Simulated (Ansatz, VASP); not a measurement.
B: VASP beside Ansatz

```
CELL_PARAMETERS angstrom
1.70745 0.00000 0.00000
-0.85373 1.47870 0.00000
0.00000 0.00000 7.13683
ATOMIC_POSITIONS crystal
B 0.33333 0.66667 0.25000
B 0.66667 0.33333 0.75000
```

Alike in both runs: functional PBEsol; k mesh 33 × 33 × 14; occupations gaussian, width 0.1 eV; no spin polarisation.

Ansatz relaxed the structure, and its values are those at the end. VASP's run is a single point on that final structure, the one shown.

|  | VASP | Ansatz |
| --- | --- | --- |
| version | VASP 6.6.1 | Ansatz 0.2.0 |
| potentials or method | VASP PAW PBE potentials, release 64 (B), cutoff 500 eV | scalar-relativistic, plane waves, PAW |
| valence electrons in the cell | 6 | 6 |

VASP gave:

```
gap on the k mesh at the Fermi level (eV) : none
pressure (GPa)                            : 0.2
```

**Question.** What did Ansatz give for the same quantities?

**Answer.** gap on the k mesh at the Fermi level (eV): none; pressure (GPa): 0.0.

VASP's potentials were made for PBE, not for PBEsol. A gap of «none» marks a metal or a gap that the smearing closes. With one functional, cell and mesh, what is left measures potentials, basis and numerics.
